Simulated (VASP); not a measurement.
## Cu16O (a cell with a defect): single point with PBE

Cu16O (a cell with a defect):

```
CELL_PARAMETERS angstrom
-3.63035 3.63035 3.63035
3.63035 -3.63035 3.63035
3.63035 3.63035 -3.63035
ATOMIC_POSITIONS crystal
Cu 0.00083 0.00068 0.00166
Cu 0.00070 0.25057 0.75162
Cu 0.00087 0.50056 0.50161
Cu 0.00075 0.75054 0.25157
Cu 0.25070 0.00052 0.75159
Cu 0.22779 0.22758 0.50161
Cu 0.22801 0.50073 0.22872
Cu 0.25087 0.75067 0.00160
Cu 0.50080 0.00071 0.50159
Cu 0.50087 0.22787 0.22866
Cu 0.50073 0.50060 0.00143
Cu 0.50097 0.77367 0.77441
Cu 0.75072 0.00055 0.25159
Cu 0.75081 0.25069 0.00161
Cu 0.77378 0.50080 0.77446
Cu 0.77356 0.77332 0.50151
O 0.50054 0.50037 0.50152
```

```yaml
Program: VASP 6.6.1
Task: single point
Functional: PBE
Potentials_or_basis: VASP PAW PBE potentials, release 64 (Cu, O)
Cutoff: 520 eV
k_mesh: 4 × 4 × 4
Occupations: methfessel-paxton, width 0.1 eV
Spin: no spin polarisation
```

The pressure is 10.1 GPa, the largest force is 0.008 eV/Å and the band gap on the k mesh is zero (bands 91 and 92 overlap by 1.24 eV).

Forces in eV/Å, atoms in the order of the input:
```
Cu   0.000  0.000  0.000
Cu  -0.002  0.000  0.000
Cu   0.001 -0.001  0.000
Cu   0.001  0.000  0.000
Cu   0.000  0.000  0.001
Cu   0.001 -0.001 -0.005
Cu   0.000 -0.007 -0.001
Cu   0.000 -0.001  0.000
Cu   0.000  0.000 -0.001
Cu  -0.007  0.002 -0.002
Cu   0.001  0.001 -0.001
Cu   0.007  0.001 -0.004
Cu   0.000 -0.001  0.001
Cu  -0.001  0.000  0.001
Cu  -0.001  0.007 -0.002
Cu   0.002  0.000  0.007
O   -0.002 -0.002  0.003
```

Levels at points of the mesh, in eV from the Fermi level:
| k point | band 88 | band 89 | band 90 | band 91 | band 92 | band 93 | band 94 | band 95 |
| --- | --- | --- | --- | --- | --- | --- | --- | --- |
| (0.00, 0.00, 0.00) | -0.49 | -0.48 | -0.48 | -0.39 | -0.39 | -0.39 | 0.44 | 0.44 |
| (0.50, 0.00, 0.00) | -1.16 | -0.83 | -0.26 | 0.10 | 0.58 | 0.61 | 0.84 | 1.91 |
| (0.00, 0.50, 0.00) | -1.16 | -0.83 | -0.26 | 0.10 | 0.58 | 0.61 | 0.84 | 1.91 |
| (0.00, 0.00, 0.50) | -1.16 | -0.83 | -0.26 | 0.10 | 0.58 | 0.61 | 0.84 | 1.91 |
| (0.50, 0.00, 0.50) | -1.16 | -0.83 | -0.26 | 0.10 | 0.58 | 0.61 | 0.84 | 1.91 |
| (0.50, 0.50, 0.00) | -1.16 | -0.83 | -0.26 | 0.10 | 0.58 | 0.61 | 0.84 | 1.91 |
| (0.00, 0.50, 0.50) | -1.16 | -0.83 | -0.26 | 0.10 | 0.58 | 0.61 | 0.84 | 1.91 |
| (0.50, 0.50, 0.50) | -1.04 | -1.04 | -1.04 | -0.57 | -0.57 | -0.57 | 2.06 | 3.56 |

It took 37 min on 1 thread of Oxide Virtual Turin-like Processor, with other jobs on the host, peak memory 0.58 GiB.

With open d or f shells a metallic result of PBE can be an artefact of self-interaction; +U or a hybrid may open a gap.
